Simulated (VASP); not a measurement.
Input of a VASP 6.6.1 run:

The input INCAR:

```
PREC     = Accurate       # precision mode
ENCUT    = 520            # plane-wave cutoff, eV
EDIFF    = 1E-6           # SCF threshold, eV
ISMEAR   = 0              # smearing method
SIGMA    = 0.1            # smearing width, eV
LREAL    = False          # projectors in reciprocal space
LASPH    = True           # aspherical terms in the spheres
NELM     = 60             # most SCF steps
ALGO     = Fast           # electronic algorithm
ISIF     = 2              # what is computed and relaxed
LWAVE    = False          # write WAVECAR
LCHARG   = False          # write CHGCAR
GGA      = PS             # functional
NBANDS   = 17             # bands
```

The input KPOINTS:

```
regular mesh
0
Gamma
  18 18 14
```

Contents of POSCAR:

```
Pt
1.0
    1.9786206488      1.9786206488      0.0000000000
   -1.9786206488      1.9786206488      0.0000000000
    0.0000000000      0.0000000000      3.8945523266
Pt
2
Direct
    0.0000000000      0.0000000000      0.0000000000
    0.5000000000      0.5000000000      0.5000000000
```

Potentials or basis: VASP PAW PBE potentials, release 64 (Pt).

Command:

```console
$ cat potpaw_PBE.64/Pt/POTCAR > POTCAR
$ mpirun -np 1 vasp_std > vasp.out
```

Q: Estimate the band gap on the k mesh.

A: Zero (band 10 reaches 11.44 eV, above the bottom of band 11 at 9.67 eV).

Q: Estimate the pressure.

A: -4.3 GPa.

Stress tensor (GPa, compression positive):
```
-4.72  0.00  0.00
 0.00 -4.72  0.00
 0.00  0.00 -3.36
```

Caveat: the cell differs from its parent crystal (biaxial strain in the a-b plane: +1.0 %); the PAW data sets were made with another functional, which shifts forces and pressure a little; spin-orbit coupling is left out, which moves the levels of the heavy elements.
